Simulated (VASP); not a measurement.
Input of a VASP 6.6.1 run:

The input INCAR:

```
PREC = Accurate
ENCUT = 520
EDIFF = 1E-6
ISMEAR = -1
SIGMA = 0.05
LREAL = Auto
LASPH = T
NELM = 60
ALGO = Normal
ISIF = 2
LWAVE = F
LCHARG = F
GGA = PE
NBANDS = 51
```

The input KPOINTS:

```
regular mesh
0
Gamma
  2 2 1
```

File POSCAR:

```
C
1.0
    7.3980000000      0.0000000000      0.0000000000
   -3.6990000000      6.4068560000      0.0000000000
    0.0000000000      0.0000000000     11.0000000000
C
18
Direct
   -0.0093530296     -0.0047293087      0.0877727273
    0.2177549788      0.1143150400      0.0945727273
   -0.0028673749      0.3438191837      0.0942909091
    0.2265346563      0.4368757469      0.0879454545
   -0.0029847652      0.6616974067      0.0775909091
    0.2254916378      0.7738272875      0.0931818182
    0.3296895615      0.0003902070      0.0918272727
    0.5588631039      0.1110216930      0.0875818182
    0.3371958051      0.3321910154      0.0961181818
    0.5583113654      0.4451169185      0.0918090909
    0.3330923332      0.6639137824      0.1046818182
    0.5505342161      0.7793057937      0.0928636364
    0.6678155856     -0.0015140031      0.0825818182
    0.8977012565      0.1158134349      0.0936090909
    0.6604680849      0.3388869673      0.0942454545
    0.8883887425      0.4454446924      0.0928454545
    0.6632830808      0.6671446962      0.0871181818
    0.9000543513      0.7764806951      0.0857272727
```

Potentials or basis: VASP PAW PBE potentials, release 64 (C).

Launch:

```bash
$ cat potpaw_PBE.64/C/POTCAR > POTCAR
$ mpirun -np 1 vasp_std > vasp.out
```

Question: Estimate the band gap on the k mesh.

Answer: 0.40 eV.

Question: What does it give for the largest force?

Answer: 6.066 eV/Å.

Forces in eV/Å, atoms in the order of the input:
```
C    3.406  2.089  0.724
C    2.169 -2.310 -0.395
C    4.771 -3.732 -0.334
C   -2.940  3.032  1.826
C    2.463  1.418  1.726
C   -1.818  0.508 -0.408
C    0.796 -0.315  0.052
C   -1.754  0.596  0.456
C   -1.574 -0.394 -0.785
C   -2.215  1.556  0.298
C   -0.381 -0.829 -1.935
C    3.239 -0.590 -0.126
C   -0.520  1.797  1.237
C   -3.909 -0.712 -0.907
C    4.636 -2.739 -0.410
C   -2.348  0.307 -0.691
C    1.394  0.714  0.447
C   -5.415 -0.396 -0.774
```

Caveat: the k points lie up to 0.49 Å⁻¹ apart.
